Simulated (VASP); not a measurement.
# C (P-4n2) in VASP: relaxation of cell and atoms with PBE

Aim: the relaxation of cell and atoms of C with PBE.

All numbers are computed with VASP 6.6.1; they aren't measurements. Logs are shortened: lines on timing, memory, paths and dates and some standing lists are left out, and cuts for length are marked.

## (1) The cell of the first run

Symmetry: P-4n2, No. 118, tetragonal system. Conventional cell: a = 3.461 Å, b = 3.461 Å, c = 3.549 Å, α = 90.00°, β = 90.00°, γ = 90.00°. C (site symmetry 1) has 6 C at 1.46 to 2.06 Å within 2.1 Å.

The cell was built from a structure type or drawn by symmetry, and may not be a known phase.

## (2) Relaxation of cell and atoms, PBE

INCAR

```
SYSTEM = C
ALGO     = Normal         ! electronic algorithm
EDIFF    = 1E-7           ! SCF threshold, eV
EDIFFG   = -0.04          ! ionic threshold
ENCUT    = 910            ! plane-wave cutoff, eV
GGA      = PE             ! functional
GGA_COMPAT= .False.      
IBRION   = 2              ! ionic algorithm
ISIF     = 3              ! what is computed and relaxed
ISMEAR   = 0              ! smearing method
LASPH    = .True.         ! aspherical terms in the spheres
LCHARG   = .False.        ! write CHGCAR
LREAL    = .False.        ! projectors in reciprocal space
LWAVE    = .False.        ! write WAVECAR
NELM     = 120            ! most SCF steps
NELMIN   = 4            
NSW      = 90             ! ionic steps
PREC     = Accurate       ! precision mode
SIGMA    = 0.1            ! smearing width, eV
```

KPOINTS

```
k-points
0
Gamma
  6 6 6
  0 0 0
```

POSCAR

```
C
1.0
    3.4605991900      0.0000000000      0.0000000000
    0.0000000000      3.4605991900      0.0000000000
    0.0000000000      0.0000000000      3.5491583900
C
8
Direct
    0.2058192000      0.4510069400      0.9491785700
    0.0489930600      0.2941808000      0.5508214300
    0.9510069400      0.7058192000      0.5508214300
    0.4510069400      0.7941808000      0.0508214300
    0.7941808000      0.5489930600      0.9491785700
    0.7058192000      0.0489930600      0.4491785700
    0.2941808000      0.9510069400      0.4491785700
    0.5489930600      0.2058192000      0.0508214300
```

Potentials or basis: VASP PAW PBE potentials, release 64 (C_h).

Started as:

```console
cat potpaw_PBE.64/C_h/POTCAR > POTCAR
mpirun -np 1 vasp_std > vasp.out
```

OUTCAR:

```text
SYSTEM = C
   EDIFF = 1E-7
   EDIFFG = -0.04
   ENCUT = 910
   GGA = PE
   IBRION = 2
   ISIF = 3
   ISMEAR = 0
   LASPH = .True.
   LREAL = .False.
   NELM = 120
   NELMIN = 4
   NSW = 90
   PREC = Accurate

 ion  position               nearest neighbor table
   1  0.206  0.451  0.949-   5 1.46   4 1.50   8 1.50
   2  0.049  0.294  0.551-   3 1.46   6 1.50   7 1.50
   3  0.951  0.706  0.551-   2 1.46   6 1.50   7 1.50
   4  0.451  0.794  0.051-   8 1.46   5 1.50   1 1.50
   5  0.794  0.549  0.949-   1 1.46   4 1.50   8 1.50
   6  0.706  0.049  0.449-   7 1.46   3 1.50   2 1.50
   7  0.294  0.951  0.449-   6 1.46   3 1.50   2 1.50
   8  0.549  0.206  0.051-   4 1.46   1 1.50   5 1.50

  LATTYP: Found a simple tetragonal cell.
 ALAT       =     3.4605991900
 C/A-ratio  =     1.0255907128

  Lattice vectors:

 A1 = (   3.4605991900,   0.0000000000,   0.0000000000)
 A2 = (   0.0000000000,   3.4605991900,   0.0000000000)
 A3 = (   0.0000000000,   0.0000000000,   3.5491583900)

Analysis of symmetry for initial positions (statically):
=====================================================================
 Subroutine PRICEL returns:
 Original cell was already a primitive cell.

 Routine SETGRP: Setting up the symmetry group for a
 simple tetragonal supercell.

 Subroutine GETGRP returns: Found  8 space group operations
 (whereof  4 operations were pure point group operations)
 out of a pool of 16 trial point group operations.

The static configuration has the point symmetry S_4 .
 The point group associated with its full space group is D_2d.

Analysis of symmetry for dynamics (positions and initial velocities):
=====================================================================
 Subroutine PRICEL returns:
 Original cell was already a primitive cell.

 Routine SETGRP: Setting up the symmetry group for a
 simple tetragonal supercell.

 Subroutine GETGRP returns: Found  8 space group operations
 (whereof  4 operations were pure point group operations)
 out of a pool of 16 trial point group operations.

The dynamic configuration has the point symmetry S_4 .
 The point group associated with its full space group is D_2d.

 Subroutine INISYM returns: Found  8 space group operations
 (whereof  4 operations are pure point group operations),
 and found     1 'primitive' translations

----------------------------------------------------------------------------------------

                                     Primitive cell

  volume of cell :      42.5038

  direct lattice vectors                    reciprocal lattice vectors
     3.460599190  0.000000000  0.000000000     0.288967299  0.000000000  0.000000000
     0.000000000  3.460599190  0.000000000     0.000000000  0.288967299  0.000000000
     0.000000000  0.000000000  3.549158390     0.000000000  0.000000000  0.281756938

  length of vectors
     3.460599190  3.460599190  3.549158390     0.288967299  0.288967299  0.281756938

  position of ions in fractional coordinates (direct lattice)
     0.205819200  0.451006940  0.949178570
     0.048993060  0.294180800  0.550821430
     0.951006940  0.705819200  0.550821430
     0.451006940  0.794180800  0.050821430
     0.794180800  0.548993060  0.949178570
     0.705819200  0.048993060  0.449178570
     0.294180800  0.951006940  0.449178570
     0.548993060  0.205819200  0.050821430

  ion indices of the primitive-cell ions
   primitive index   ion index
                 1           1
                 2           2
                 3           3
                 4           4
                 5           5
                 6           6
                 7           7
                 8           8

----------------------------------------------------------------------------------------

 KPOINTS: k-points

Automatic generation of k-mesh.
 Grid dimensions read from file:
 generate k-points for:    6    6    6

 Generating k-lattice:

  Cartesian coordinates                     Fractional coordinates (reciprocal lattice)
     0.048161216  0.000000000  0.000000000     0.166666667  0.000000000  0.000000000
     0.000000000  0.048161216  0.000000000     0.000000000  0.166666667  0.000000000
     0.000000000  0.000000000  0.046959490     0.000000000  0.000000000  0.166666667

  Length of vectors
     0.048161216  0.048161216  0.046959490

  Shift w.r.t. Gamma in fractional coordinates (k-lattice)
     0.000000000  0.000000000  0.000000000

 Subroutine IBZKPT returns following result:
 ===========================================

 Found     40 irreducible k-points:

 Following reciprocal coordinates:
            Coordinates               Weight
  0.000000  0.000000  0.000000      1.000000
  0.166667  0.000000  0.000000      4.000000
  0.333333  0.000000  0.000000      4.000000
  0.500000  0.000000  0.000000      2.000000
  0.166667  0.166667  0.000000      4.000000
  0.333333  0.166667  0.000000      8.000000
[... 16 lines left out ...]
  0.333333  0.000000  0.333333      8.000000
  0.500000  0.000000  0.333333      4.000000
 [... further k-points ...]
   k-points           NKPTS =     40   k-points in BZ     NKDIM =     40   number of bands    NBANDS=     21
   number of dos      NEDOS =    301   number of ions     NIONS =      8
   total plane-waves  NPLWV =  46656
   dimension x,y,z NGX =    36 NGY =   36 NGZ =   36
   dimension x,y,z NGXF=    72 NGYF=   72 NGZF=   72
   ions per type =               8
   NGX,Y,Z   is equivalent  to a cutoff of  17.29, 17.29, 16.86 a.u.
   NGXF,Y,Z  is equivalent  to a cutoff of  34.59, 34.59, 33.73 a.u.
 SYSTEM =  C
   PREC   = accura    normal or accurate (medium, high low for compatibility)
   ISTART =      0    job   : 0-new  1-cont  2-samecut
   ICHARG =      2    charge: 1-file 2-atom 10-const
   ISPIN  =      1    spin polarized calculation?
   LNONCOLLINEAR =      F non collinear calculations
   LSORBIT =      F    spin-orbit coupling
   LASPH  =      T    aspherical Exc in radial PAW
   ENCUT  =  910.0 eV  66.88 Ry    8.18 a.u.   8.51  8.51  8.73*2*pi/ulx,y,z
   NELM   =    120;   NELMIN=  4; NELMDL= -5     # of ELM steps
   EDIFF  = 0.1E-06   stopping-criterion for ELM
   LREAL  =      F    real-space projection
   EDIFFG = -.4E-01   stopping-criterion for IOM
   NSW    =     90    number of steps for IOM
   IBRION =      2    ionic relax: 0-MD 1-quasi-New 2-CG
   NFREE  =      1    steps in history (QN), initial steepest desc. (CG)
   ISIF   =      3    stress and relaxation
   ISYM   =      2    0-nonsym 1-usesym 2-fastsym
   POTIM  = 0.5000    time-step for ionic-motion
   TEBEG  =    0.0;   TEEND  =   0.0 temperature during run
   PSTRESS=    0.0 pullay stress
   NELECT =      32.0000    total number of electrons
   NUPDOWN=      -1.0000    fix difference up-down
   EMIN   =  10.00;   EMAX   =-10.00  energy-range for DOS
   EFERMI =   0.00;   METHOD = LEGACY
   ISMEAR =     0;   SIGMA  =   0.10  broadening in eV -4-tet -1-fermi 0-gaus
   EFERMI_NEDOS =   21; number of points for ismear=-14 and -15
   IALGO  =     38    algorithm
   IMIX   =      4    mixing-type and parameters
     AMIX     =   0.40;   BMIX     =  1.00
     AMIX_MAG =   1.60;   BMIX_MAG =  1.00
  volume/ion in A,a.u.               =       5.31        35.85
  Fermi-wavevector in a.u.,A,eV,Ry     =   1.489300  2.814369 30.177915  2.218014
  Thomas-Fermi vector in A             =   2.602226
   LORBIT       =      0    0 simple, 1 ext, 2 COOP (PROOUT), +10 PAW based schemes
   GGA     = PE    functional components
   LHFCALC =     F    Hartree Fock is set to
   AEXX    =    0.0000 exact exchange contribution
   IVDW    =     0    specifies the selected vdW correction
   LEPSILON=     F    determine dielectric tensor
   LRPA    =     F    only Hartree local field effects (RPA)
 conjugate gradient relaxation of ions
 non-spin polarized calculation
 Gauss-broadening in eV      SIGMA  =   0.10
  energy-cutoff  :      910.00
  volume of cell :       42.50
 maximum number of plane-waves:      2666
 NGX is ok and might be reduce to    36
   NGX = 17   NGY = 17   NGZ = 17

--------------------------------------- Ionic step        1  -------------------------------------------

 number of electron      32.0000000 magnetization

 Free energy of the ion-electron system (eV)
  ---------------------------------------------------
  ext. energy  EPLUGINS =         0.00000000
  ---------------------------------------------------
  free energy    TOTEN  =       -56.02366207 eV

  energy without entropy =      -56.02366207  energy(sigma->0) =      -56.02366207

 E-fermi :  13.0682     XC(G=0): -13.7158

 val. band max:       12.5844114133   @ k =   0.3333   0.3333   0.5000
 cond. band min:      13.5432051882   @ k =   0.5000   0.5000   0.5000
 fundamental gap:      0.9587937750
 Fermi energy:        13.0682273509

 k-point     1 :       0.0000    0.0000    0.0000
  band No.  band energies     occupation
      1     -11.1276      2.00000
      2      -5.2248      2.00000
      3      -4.1732      2.00000
      4      -0.6466      2.00000
      5      -0.6466      2.00000
      6       0.0957      2.00000
[... 550 lines left out ...]
      5       0.3106      2.00000
      6       0.3106      2.00000
[... 13 lines left out ...]
     20      18.0034      0.00000
     21      19.9968      0.00000

 [... further k-points ...]
[... 5 lines left out ...]
  --------------------------------------------------------------------------------------
  -------------------------------------------------------------------------------------
  Total       18.2167758     18.2167758     33.5853952      0.0000000      0.0000000      0.0000000
  in kB      686.6795441    686.6795441   1265.9981190      0.0000000      0.0000000      0.0000000
  external PRESSURE =     879.7857358 kB  Pullay stress =       0.0000000 kB
[... 107 lines left out ...]
  FREE ENERGIE OF THE ION-ELECTRON SYSTEM (eV)
  ---------------------------------------------------
  free  energy   TOTEN  =       -58.5450949687 eV

  energy  without entropy=      -58.5450949607  energy(sigma->0) =      -58.54509496

[... ionic steps 4 to 24 ...]

--------------------------------------- Ionic step       25  -------------------------------------------

 number of electron      32.0000001 magnetization

------------------------ aborting loop because EDIFF is reached ----------------------------------------

  FORCE on cell =-STRESS in cart. coord.  units (eV):
  Direction    XX          YY          ZZ          XY          YZ          ZX
  --------------------------------------------------------------------------------------
  -------------------------------------------------------------------------------------
  Total        0.3154604      0.3154604     -0.0994775      0.0000000      0.0000000      0.0000000
  in kB        8.1720561      8.1720561     -2.5769824      0.0000000      0.0000000      0.0000000
  external PRESSURE =       4.5890432 kB  Pullay stress =       0.0000000 kB
[... 69 lines left out ...]
  energy  without entropy=      -67.2156106655  energy(sigma->0) =      -67.22180858

--------------------------------------- Ionic step       27  -------------------------------------------

 number of electron      32.0000001 magnetization

 Free energy of the ion-electron system (eV)
  ---------------------------------------------------
  ext. energy  EPLUGINS =         0.00000000
  ---------------------------------------------------
  free energy    TOTEN  =       -67.22831260 eV

  energy without entropy =      -67.21587250  energy(sigma->0) =      -67.22209255

 E-fermi :   7.0518     XC(G=0): -11.3352

 val. band max:        7.0512306766   @ k =   0.1667   0.0000   0.5000
 cond. band min:       7.1063779926   @ k =   0.5000   0.5000   0.0000
 fundamental gap:      0.0551473160
 Fermi energy:         7.0517585925

 k-point     1 :       0.0000    0.0000    0.0000
  band No.  band energies     occupation
      1     -13.2600      2.00000
      2     -12.0357      2.00000
      3      -5.0748      2.00000
      4      -4.1672      2.00000
      5      -4.0193      2.00000
      6      -4.0124      2.00000
[... 550 lines left out ...]
      5      -4.2139      2.00000
      6      -4.2139      2.00000
[... 13 lines left out ...]
     20      11.5087      0.00000
     21      13.5332      0.00000

 [... further k-points ...]
[... 5 lines left out ...]
  --------------------------------------------------------------------------------------
  -------------------------------------------------------------------------------------
  Total        0.0409663      0.0409663     -0.1653115      0.0000000      0.0000000      0.0000000
  in kB        1.0597077      1.0597077     -4.2762406      0.0000000      0.0000000      0.0000000
  external PRESSURE =      -0.7189418 kB  Pullay stress =       0.0000000 kB
[... 23 lines left out ...]
  FREE ENERGIE OF THE ION-ELECTRON SYSTEM (eV)
  ---------------------------------------------------
  free  energy   TOTEN  =       -67.2283125973 eV

  energy  without entropy=      -67.2158724989  energy(sigma->0) =      -67.22209255

 reached required accuracy - stopping structural energy minimisation
```

Run time: 13 min. Hardware: 1 thread of Intel Xeon Platinum 8488C (Sapphire Rapids), shared host; peak memory 0.22 GiB.

What came out:

```
Free energy                           : -67.2283 eV
Relaxed volume                        : 7.74 Å³/atom
Relaxed cell                          : a = 3.439 Å, b = 3.439 Å, c = 5.236 Å, α = 90.00°, β = 90.00°, γ = 90.00°
Space group after relaxing (to 0.1 Å) : I4/mmm (No. 139)
Energy gained by relaxing             : 1400.6 meV/atom
Ionic steps                           : 27
Pressure after relaxing               : -0.1 GPa
Largest force after relaxing          : 0.032 eV/Å
Band gap on the k mesh                : zero (bands 16 and 17 overlap by 5.21 eV)
```

Forces on the atoms (eV/Å):
```
C   -0.010 -0.012 -0.028
C    0.012  0.010  0.028
C   -0.012 -0.010  0.028
C   -0.012  0.010  0.028
C    0.010  0.012 -0.028
C   -0.010  0.012 -0.028
C    0.010 -0.012 -0.028
C    0.012 -0.010  0.028
```

Stress tensor (GPa, compression positive):
```
 0.11  0.00  0.00
 0.00  0.11  0.00
 0.00  0.00 -0.43
```

The path:
| step | energy change (eV) | largest force (eV/Å) | pressure (GPa) | volume (Å³) |
| --- | --- | --- | --- | --- |
| 1 | 0.0000 | 0.4056 | 87.98 | 42.50 |
| 2 | -0.9563 | 1.6282 | -45.33 | 62.96 |
| 3 | -2.5214 | 0.9469 | -6.54 | 52.53 |
| 4 | -3.5418 | 1.7776 | 1.02 | 53.21 |
| 5 | -4.2447 | 6.9150 | 38.39 | 53.69 |
| 6 | -4.4047 | 4.5832 | 18.13 | 53.66 |
| 7 | -4.4946 | 5.4526 | 25.72 | 53.71 |
| 8 | -4.6577 | 5.5041 | 26.47 | 53.91 |
| 9 | -5.0797 | 5.5428 | 29.05 | 54.50 |
| 10 | -5.5725 | 5.4349 | 35.82 | 55.57 |
| 11 | -6.0760 | 4.8969 | 32.43 | 56.09 |
| 12 | -7.2482 | 4.1989 | 24.15 | 57.69 |
| 13 | -8.0325 | 6.4406 | 14.97 | 60.98 |
| 14 | -8.7708 | 5.6532 | 7.46 | 62.21 |
| 15 | -10.1137 | 3.3122 | -13.31 | 66.03 |
| 16 | -10.2459 | 2.4873 | -21.44 | 67.76 |
| 17 | -10.5601 | 1.8806 | -17.58 | 66.77 |
| 18 | -10.9541 | 1.8050 | -2.91 | 63.84 |
| 19 | -11.0927 | 0.8469 | 0.61 | 63.05 |
| 20 | -11.1287 | 0.3171 | 3.85 | 62.41 |
| 21 | -11.1647 | 0.2495 | 1.30 | 62.57 |
| 22 | -11.1900 | 0.1889 | -3.08 | 62.83 |
| 23 | -11.1978 | 0.1125 | -2.17 | 62.56 |
| 24 | -11.2025 | 0.2207 | -0.69 | 62.12 |
| 25 | -11.2036 | 0.1657 | 0.46 | 61.85 |
| 26 | -11.2043 | 0.0458 | 0.00 | 61.95 |
| 27 | -11.2047 | 0.0318 | -0.07 | 61.94 |

Final structure:
```yaml
crystal:
  lattice:
    - [3.43938, 0.00000, 0.00000]
    - [0.00000, 3.43938, 0.00000]
    - [0.00000, 0.00000, 5.23590]
  atoms:
    - { symbol: C, position: [0.20098, 0.50009, 0.00022] }
    - { symbol: C, position: [0.99991, 0.29902, 0.49978] }
    - { symbol: C, position: [0.00009, 0.70098, 0.49978] }
    - { symbol: C, position: [0.50009, 0.79902, 0.99978] }
    - { symbol: C, position: [0.79902, 0.49991, 0.00022] }
    - { symbol: C, position: [0.70098, 0.99991, 0.50022] }
    - { symbol: C, position: [0.29902, 0.00009, 0.50022] }
    - { symbol: C, position: [0.49991, 0.20098, 0.99978] }
```

Levels at points of the mesh, in eV from the Fermi level:
```tsv
k point	band 13	band 14	band 15	band 16	band 17	band 18	band 19	band 20
(0.00, 0.00, 0.00)	-3.56	-3.04	-0.58	1.96	1.96	3.94	4.85	4.85
(0.50, 0.00, 0.00)	-5.42	-5.42	-1.48	-1.48	3.44	3.44	5.03	5.03
(0.50, 0.50, 0.00)	-3.81	-3.81	-3.70	-3.70	0.05	0.05	7.54	7.54
(0.00, 0.00, 0.50)	-3.32	-3.32	1.44	1.44	3.34	3.34	3.34	3.34
(0.50, 0.00, 0.50)	-5.32	-5.32	-3.03	-3.03	3.70	3.70	4.32	4.32
(0.50, 0.50, 0.50)	-3.19	-3.19	-2.67	-2.67	-2.65	-2.65	6.81	6.81
```

Caveat: the cutoff is under 1.25 times the usual one of these potentials, so pressure, stress and relaxed cells hold a basis-set (Pulay) error; the volume moved by over 15 % at a fixed basis, so the end points are rough.
